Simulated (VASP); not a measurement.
Set up this calculation in VASP 6.6.1, as the native input.

```
Task                   : single point
Functional             : PBE
Potentials or basis    : VASP PAW PBE potentials, release 64 (In_d, B)
Cutoff                 : 500 eV
k mesh                 : 4 × 4 × 4
Occupations            : gaussian, width 0.1 eV
Spin                   : no spin polarisation
Dipole correction      : no
Further INCAR settings : ALGO = Normal; EDIFF = 1e-06; NBANDS = 23
```

The structure of InB5 lies in POSCAR:

```
InB5
1.0
    0.0000000000      3.2727035600      3.2727035600
    3.2727035600      0.0000000000      3.2727035600
    3.2727035600      3.2727035600      0.0000000000
In B
1 5
Direct
    0.0000000000      0.0000000000      0.0000000000
    0.2500000000      0.2500000000      0.2500000000
    0.1295901500      0.6234699500      0.6234699500
    0.6234699500      0.6234699500      0.6234699500
    0.6234699500      0.6234699500      0.1295901500
    0.6234699500      0.1295901500      0.6234699500
```

The cell was built from a structure type or drawn by symmetry, and may not be a known phase.

These files were run (other wordings do the same):

INCAR

```
SYSTEM = InB5
PREC = Accurate ; ENCUT = 500
EDIFF = 1E-6 ; ISMEAR = 0
SIGMA = 0.1 ; LREAL = .False.
LASPH = .True. ; NELM = 120
ALGO = Normal ; ISIF = 2
LWAVE = .False. ; LCHARG = .False.
GGA = PE ; NBANDS = 23
GGA_COMPAT = .False.
```

KPOINTS

```
regular mesh
0
Gamma
  4 4 4
  0 0 0
```

Potentials or basis: VASP PAW PBE potentials, release 64 (In_d, B).

Launch:

```console
$ cat potpaw_PBE.64/In_d/POTCAR potpaw_PBE.64/B/POTCAR > POTCAR
$ mpirun -np 1 vasp_std > vasp.out
```

Results of the run:

| Quantity | Value |
| --- | --- |
| Pressure | -19.0 GPa |
| Largest force | 0.315 eV/Å |
| Band gap on the k mesh | zero (bands 14 and 15 overlap by 2.89 eV) |

Caveat: the k points lie up to 0.42 Å⁻¹ apart, too coarse for converged energies and pressures of a metal; spin-orbit coupling is left out, which moves the levels of the heavy elements.

It took 23 s on 1 thread of AMD EPYC 7R43 64-Core Processor (Zen 3), on a shared host, peak memory 0.17 GiB.
